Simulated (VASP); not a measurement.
Write the native input for VASP 6.6.1 that does the following.

| Quantity | Value |
| --- | --- |
| Task | single point |
| Functional | PBEsol |
| Potentials or basis | VASP PAW PBE potentials, release 64 (Ti_sv, Te) |
| Cutoff | 520 eV |
| k mesh | 13 × 13 × 7 |
| Occupations | fermi-dirac, width 0.03 eV |
| Spin | no spin polarisation |
| Dipole correction | no |
| Further INCAR settings | ALGO = Normal; EDIFF = 1e-07; NBANDS = 19 |

The structure of TiTe2 lies in POSCAR:

```
TiTe2
1.0
    3.7895491555      0.0000000000      0.0000000000
   -1.8947745777      3.2818458376      0.0000000000
    0.0000000000      0.0000000000      6.5195881985
Ti Te
1 2
Direct
    0.0000000000      0.0000000000      0.0000000000
    0.6666666667      0.3333333333      0.2628000000
    0.3333333333      0.6666666667      0.7372000000
```

This cell differs from its parent crystal: volume scaled by 1.01.

These files were run (other wordings do the same):

INCAR

```
ALGO     = Normal         # electronic algorithm
EDIFF    = 1E-7           # SCF threshold, eV
ENCUT    = 520            # plane-wave cutoff, eV
GGA      = PS             # functional
ISIF     = 2              # what is computed and relaxed
ISMEAR   = -1             # smearing method
LASPH    = T              # aspherical terms in the spheres
LCHARG   = F              # write CHGCAR
LREAL    = F              # projectors in reciprocal space
LWAVE    = F              # write WAVECAR
NBANDS   = 19             # bands
NELM     = 60             # most SCF steps
PREC     = Accurate       # precision mode
SIGMA    = 0.03           # smearing width, eV
```

KPOINTS

```
k-points
0
Gamma
  13 13 7
```

Potentials or basis: VASP PAW PBE potentials, release 64 (Ti_sv, Te).

Command:

```sh
$ cat potpaw_PBE.64/Ti_sv/POTCAR potpaw_PBE.64/Te/POTCAR > POTCAR
$ mpirun -np 1 vasp_std > vasp.out
```

It gave:

```
Pressure               : -2.8 GPa
Largest force          : 0.172 eV/Å
Band gap on the k mesh : zero (band 12 reaches 6.95 eV, above the bottom of band 13 at 6.30 eV)
```

Caveat: the PAW data sets were made with another functional, which shifts forces and pressure a little; spin-orbit coupling is left out, which moves the levels of the heavy elements; this functional lacks dispersion, which binds the layers, so the pressure and a relaxed spacing across them are unreliable.

It took 78 s on 1 thread of Intel(R) Xeon(R) 6975P-C (Granite Rapids) (shared host), peak memory 0.32 GiB.
